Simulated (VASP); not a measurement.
Wanted: the native input for a VASP 6.6.1 run.

| Property | Result |
| --- | --- |
| Task | single point |
| Functional | PBEsol |
| Potentials or basis | VASP PAW PBE potentials, release 64 (Ca_sv, O) |
| Cutoff | 520 eV |
| k mesh | 12 × 12 × 12 |
| Occupations | fermi-dirac, width 0.08 eV |
| Spin | no spin polarisation |
| Dipole correction | no |
| Further INCAR settings | ALGO = Normal; EDIFF = 1e-06; NBANDS = 15 |

The structure of CaO lies in POSCAR:

```
CaO
1.0
    0.0000000000      2.3835762404      2.3835762404
    2.3835762404      0.0000000000      2.3835762404
    2.3835762404      2.3835762404      0.0000000000
Ca O
1 1
Direct
    0.0000000000      0.0000000000      0.0000000000
    0.5000000000      0.5000000000      0.5000000000
```

One way to write it, as run:

INCAR

```
SYSTEM = CaO
PREC = Accurate ; ENCUT = 520
EDIFF = 1E-6 ; ISMEAR = -1
SIGMA = 0.08 ; LREAL = .False.
LASPH = .True. ; NELM = 100
ALGO = Normal ; ISIF = 2
LWAVE = .False. ; LCHARG = .False.
GGA = PS ; NBANDS = 15
```

KPOINTS

```
Automatic mesh
0
Gamma
  12 12 12
  0 0 0
```

Potentials or basis: VASP PAW PBE potentials, release 64 (Ca_sv, O).

Run with:

```sh
$ cat potpaw_PBE.64/Ca_sv/POTCAR potpaw_PBE.64/O/POTCAR > POTCAR
$ mpirun -np 1 vasp_std > vasp.out
```

It gave:

* Pressure: 0.6 GPa
* Band gap on the k mesh: 3.52 eV (least direct gap 3.89 eV)

Caveat: the PAW data sets were made with another functional, which shifts forces and pressure a little.

Wall time 44 s on 1 thread of Intel Xeon 8259CL (shared host), peak memory 0.17 GiB.
